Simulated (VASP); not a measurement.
# H7RuC16 in VASP: notebook, part 2 of 2

VASP 6.6.1.

**4. Single point, PBE, collinear spin, ferromagnetic start**

INCAR reads:

```
PREC = Accurate
ENCUT = 520
EDIFF = 1E-7
ISMEAR = 0
SIGMA = 0.02
LREAL = Auto
LASPH = True
NELM = 150
ALGO = Normal
ISIF = 2
LWAVE = False
LCHARG = True
ISPIN = 2
MAGMOM = 0 0 0 0 0 0 0 0 0 0 0 0 0 0 0 0 0 0 0 0 0 0 0 1.67
LORBIT = 11
LMAXMIX = 4
GGA = PE
LELF = True
LVHAR = True
NBANDS = 64
```

KPOINTS reads:

```
Automatic mesh
0
Gamma
  3 3 1
```

POSCAR reads:

```
H7RuC16
1.0
    5.0487420000      0.0000000000      0.0000000000
    2.5243710000      4.3723390000      0.0000000000
    0.0000000000      0.0000000000     15.7764260000
H C Ru
7 16 1
Direct
    0.1666667848      0.1666666285      0.0633857123
    0.6666667848      0.1666666285      0.0633857123
    0.1666666285      0.6666667429      0.0633857123
    0.6666666285      0.6666667429      0.0633857123
    0.5052697621      0.0309218933      0.3670795274
    0.0034024065      0.4984517440      0.3663015312
    0.5064473678      0.4662483856      0.3670994305
    0.1666667848      0.1666666285      0.1331099959
    0.6666667848      0.1666666285      0.1331099959
    0.1666666285      0.6666667429      0.1331099959
    0.6666666285      0.6666667429      0.1331099959
   -0.1666666285      0.3333332571      0.1657717027
    0.3333333715      0.3333332571      0.1657717027
   -0.1666665867      0.8333333715      0.1657717027
    0.3333334133      0.8333333715      0.1657717027
   -0.1613270060      0.3286012361      0.2657504304
    0.3346273100      0.3328017338      0.2639552837
   -0.1612883346      0.8329093421      0.2656960455
    0.3352188651      0.8325271668      0.2649226130
    0.0077197240     -0.0037533686      0.2940574754
    0.5042163229     -0.0014063411      0.2942241164
    0.0021329698      0.4990388440      0.2955473565
    0.5041863093      0.4976734421      0.2943407461
    0.4715394370      0.7738109968      0.4391324753
```

Potentials or basis: VASP PAW PBE potentials, release 64 (H, C, Ru_pv).

Command:

```console
$ cat potpaw_PBE.64/H/POTCAR potpaw_PBE.64/C/POTCAR potpaw_PBE.64/Ru_pv/POTCAR > POTCAR
$ mpirun -np 1 vasp_std > vasp.out
```

OUTCAR:

```text
PREC = Accurate
   ENCUT = 520
   EDIFF = 1E-7
   ISMEAR = 0
   LREAL = Auto
   LASPH = True
   NELM = 150
   ISIF = 2
   ISPIN = 2
   LORBIT = 11
   GGA = PE

 ion  position               nearest neighbor table
   1  0.167  0.167  0.063-   8 1.10
   2  0.667  0.167  0.063-   9 1.10
   3  0.167  0.667  0.063-  10 1.10
   4  0.667  0.667  0.063-  11 1.10
   5  0.505  0.031  0.367-  21 1.16  24 1.80
   6  0.003  0.498  0.366-  22 1.12
   7  0.506  0.466  0.367-  23 1.16  24 1.86
   8  0.167  0.167  0.133-   1 1.10  13 1.55  15 1.55  12 1.55
   9  0.667  0.167  0.133-   2 1.10  12 1.55  14 1.55  13 1.55
  10  0.167  0.667  0.133-   3 1.10  14 1.55  15 1.55  13 1.55
  11  0.667  0.667  0.133-   4 1.10  15 1.55  14 1.55  12 1.55
  12  0.833  0.333  0.166-   9 1.55   8 1.55  11 1.55  16 1.58
  13  0.333  0.333  0.166-   8 1.55   9 1.55  10 1.55  17 1.55
  14  0.833  0.833  0.166-  10 1.55   9 1.55  11 1.55  18 1.58
  15  0.333  0.833  0.166-  11 1.55   8 1.55  10 1.55  19 1.56
  16  0.839  0.329  0.266-  20 1.52  23 1.53  22 1.53  12 1.58
  17  0.335  0.333  0.264-  22 1.54  21 1.54  23 1.54  13 1.55
  18  0.839  0.833  0.266-  20 1.52  21 1.53  22 1.53  14 1.58
  19  0.335  0.833  0.265-  20 1.50  23 1.54  21 1.54  15 1.56
  20  0.008  0.996  0.294-  19 1.50  16 1.52  18 1.52
  21  0.504  0.999  0.294-   5 1.16  18 1.53  19 1.54  17 1.54  24 2.59
  22  0.002  0.499  0.296-   6 1.12  16 1.53  18 1.53  17 1.54
  23  0.504  0.498  0.294-   7 1.16  16 1.53  19 1.54  17 1.54  24 2.64
  24  0.472  0.774  0.439-   5 1.80   7 1.86  21 2.59  23 2.64

  LATTYP: Found a hexagonal cell.
 ALAT       =     5.0487421480
 C/A-ratio  =     3.1248230822

  Lattice vectors:

 A1 = (  -2.5243710000,  -4.3723390000,   0.0000000000)
 A2 = (   5.0487420000,   0.0000000000,   0.0000000000)
 A3 = (   0.0000000000,   0.0000000000,  15.7764260000)

Analysis of symmetry for initial positions (statically):
[... 227 lines left out ...]
      5     -16.9721      1.00000
      6     -14.4172      1.00000
[... 274 lines left out ...]
     53       6.7250      0.00000
     54       7.5194      0.00000
 Fermi energy:         1.1147582473

 spin component 2

 k-point     1 :       0.0000    0.0000    0.0000
  band No.  band energies     occupation
      1     -39.8895      1.00000
      2     -39.6752      1.00000
      3     -39.6488      1.00000
      4     -19.5841      1.00000
      5     -16.9413      1.00000
      6     -14.3930      1.00000
[... 274 lines left out ...]
     53       6.9708      0.00000
     54       7.6851      0.00000
 [bands above 54 left out]

------------------------ aborting loop because EDIFF is reached ----------------------------------------

  FORCE on cell =-STRESS in cart. coord.  units (eV):
  Direction    XX          YY          ZZ          XY          YZ          ZX
  --------------------------------------------------------------------------------------
  -------------------------------------------------------------------------------------
  Total        0.2695226      1.4473640     -0.9533815      0.9744702      1.2313017     -2.5776825
  in kB        1.2399387      6.6585967     -4.3860307      4.4830494      5.6646025    -11.8586259
  external PRESSURE =       1.1708349 kB  Pullay stress =       0.0000000 kB

 VOLUME and BASIS-vectors are now :
 -----------------------------------------------------------------------------
  energy-cutoff  :      520.00
  volume of cell :      348.26
      direct lattice vectors                 reciprocal lattice vectors
     5.048742000  0.000000000  0.000000000     0.198069143 -0.114355268  0.000000000
     2.524371000  4.372339000  0.000000000     0.000000000  0.228710537  0.000000000
     0.000000000  0.000000000 15.776426000     0.000000000  0.000000000  0.063385712

 POSITION                                       TOTAL-FORCE (eV/Angst)
 -----------------------------------------------------------------------------------
      1.26219      0.72872      1.00000         0.014404      0.004149     -0.191043
      3.78656      0.72872      1.00000        -0.001423      0.000946     -0.180687
      2.52437      2.91489      1.00000         0.003223     -0.013915     -0.191307
      5.04874      2.91489      1.00000         0.029628     -0.016406     -0.209349
      2.62903      0.13520      5.79120         0.185377      0.164059     -0.021707
      1.27546      2.17940      5.77893         0.019448     -0.008207      0.028484
[... 16 lines left out ...]
      3.80182      2.17600      4.64364        -0.053750     -0.088958      0.031826
      4.33407      3.38336      6.92794        -0.746591      0.236442      0.105028
 -----------------------------------------------------------------------------------
    total drift:                               -0.002340      0.004827     -0.066786

  FREE ENERGIE OF THE ION-ELECTRON SYSTEM (eV)
  ---------------------------------------------------
  free  energy   TOTEN  =      -172.5865471803 eV

  energy  without entropy=     -172.5865471803  energy(sigma->0) =     -172.58654718

 total charge

# of ion       s       p       d       tot
------------------------------------------
    1        0.651   0.044   0.000   0.694
    2        0.651   0.044   0.000   0.694
    3        0.651   0.044   0.000   0.694
    4        0.650   0.044   0.000   0.694
    5        0.620   0.046   0.000   0.666
    6        0.631   0.043   0.000   0.674
[... 16 lines left out ...]
   23        0.839   1.728   0.000   2.568
   24        0.162   6.032   6.226  12.420
--------------------------------------------------
tot         17.960  34.082   6.226  58.268

 magnetization (x)

# of ion       s       p       d       tot
------------------------------------------
    1        0.000   0.000   0.000   0.000
    2        0.000  -0.000   0.000   0.000
    3        0.000   0.000   0.000   0.000
    4        0.000   0.000   0.000   0.000
    5       -0.003   0.006   0.000   0.003
    6       -0.000   0.002   0.000   0.002
[... 16 lines left out ...]
   23        0.008   0.033   0.000   0.041
   24        0.029   0.017   2.168   2.215
--------------------------------------------------
tot          0.066   0.254   2.168   2.488
```

stdout:

```text
POSCAR found type information on POSCAR H C Ru
 POSCAR found :  3 types and      24 ions
 scaLAPACK will be used
 LDA part: xc-table for (Slater+PW92), standard interpolation
 POSCAR, INCAR and KPOINTS ok, starting setup
 FFT: planning ... GRIDC
 FFT: planning ... GRID_SOFT
 FFT: planning ... GRID
 WAVECAR not read
 entering main loop
```

It took 5 min on 1 thread of Intel Xeon 6975P-C (Granite Rapids), shared host; peak memory 0.65 GiB.

What came out:

```yaml
Free_energy: -172.5865 eV
Largest_force: 1.238 eV/Å
Band_gap_on_the_k_mesh: 0.34 eV (least direct gap 0.48 eV)
Net_moment: 3.00 μB per cell
Site_moments: H +0.00; C +0.00, -0.00, +0.01, -0.01, +0.14, +0.04 (each value once); Ru +2.21 μB
Valence_electrons_inside_the_program's_atomic_spheres: H 0.69, 0.67, 0.66 (each value once); C 2.59, 2.55, 2.56, 2.57, 2.50 (each value once); Ru 12.42
```

Forces in eV/Å, atoms in the order of the input:
```
H    0.014  0.004 -0.191
H   -0.001  0.001 -0.181
H    0.003 -0.014 -0.191
H    0.030 -0.016 -0.209
H    0.185  0.164 -0.022
H    0.019 -0.008  0.028
H   -0.002 -0.050  0.000
C   -0.044 -0.038  1.170
C    0.044 -0.024  1.203
C    0.013  0.056  1.165
C   -0.003  0.000  1.219
C    0.082 -0.123 -0.930
C    0.032 -0.011 -1.055
C    0.151 -0.003 -0.946
C    0.161 -0.094 -1.224
C    0.022 -0.012  0.002
C    0.025  0.013  0.051
C    0.027 -0.006  0.044
C    0.025  0.001 -0.056
C    0.053 -0.021  0.037
C   -0.021  0.029 -0.044
C   -0.015  0.004 -0.007
C   -0.054 -0.089  0.032
Ru  -0.747  0.236  0.105
```

Caveat: the k points lie up to 0.48 Å⁻¹ apart.

**5. Overview**

```tsv
cell	gap on the mesh (eV)	moment (μB)	largest force (eV/Å)
as given, atomic positions A	0.18	3.00	1.14
as given, atomic positions B	0.38	3.00	2.66
as given, atomic positions C	0.34	3.00	1.24
```

Alike in all rows: task single point; level PBE; potentials or basis VASP PAW PBE potentials, release 64 (H, C, Ru_pv); spin collinear, ferromagnetic start; k mesh 3 × 3 × 1; cutoff (eV) 520; smearing gaussian 0.02 eV.

Caveats: all runs use coarse meshes.

Absolute energies hang on the potentials; compare differences alone.
